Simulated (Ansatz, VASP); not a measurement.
## Two plane-wave programs on PbO

File INCAR:

```
  ALGO = Normal
  EDIFF = 1E-6
  ENCUT = 600
  GGA = PS
  GGA_COMPAT = False
  ISIF = 2
  ISMEAR = 1
  LASPH = True
  LCHARG = True
  LELF = True
  LREAL = False
  LVHAR = True
  LWAVE = False
  NBANDS = 17
  NELM = 120
  PREC = Accurate
  SIGMA = 0.001
```

The input KPOINTS:

```
k-points
0
Gamma
  6 6 6
```

The input POSCAR:

```
PbO
1.0
    0.0000000000      2.7987768025      2.7987768025
    2.7987768025      0.0000000000      2.7987768025
    2.7987768025      2.7987768025      0.0000000000
Pb O
1 1
Direct
    0.0000000000      0.0000000000      0.0000000000
    0.2500000000      0.2500000000      0.2500000000
```

Input for Ansatz:

```yaml
crystal:
  lattice:
    - [0.0, 2.7987768025, 2.7987768025]
    - [2.7987768025, 0.0, 2.7987768025]
    - [2.7987768025, 2.7987768025, 0.0]
  atoms:
    - { symbol: Pb, position: [0.0, 0.0, 0.0] }
    - { symbol: O, position: [0.25, 0.25, 0.25] }
kpoints:
  mp_grid: { grid: [6, 6, 6] }
hamiltonian:
  xc: pbesol
scf:
  occupations: { method: cold, width: 0.001 }
  n_extra_bands: 4
output:
  forces: true
  stress: true
  eigenvalues: true
```

Alike in both runs: task single point; functional PBEsol; k mesh 6 × 6 × 6; no spin polarisation.

```csv
,VASP,Ansatz
version,VASP 6.6.1,Ansatz 0.2.0
potentials or method,"VASP PAW PBE potentials, release 64 (Pb_d, O)",plane waves
plane-wave cutoff (eV),600,420
occupations,"methfessel-paxton of order 1, width 0.001 eV","cold, width 0.001 eV"
valence electrons in the cell,20,20
```

|  | VASP | Ansatz | Ansatz less VASP |
| --- | --- | --- | --- |
| gap on the k mesh at the Fermi level (eV) | 0.39 | 0.39 | -0.001 |
| pressure (GPa) | -0.9 | -0.9 | +0.02 |

VASP's potentials were made for PBE, not for PBEsol.

Spin-orbit coupling is off throughout.
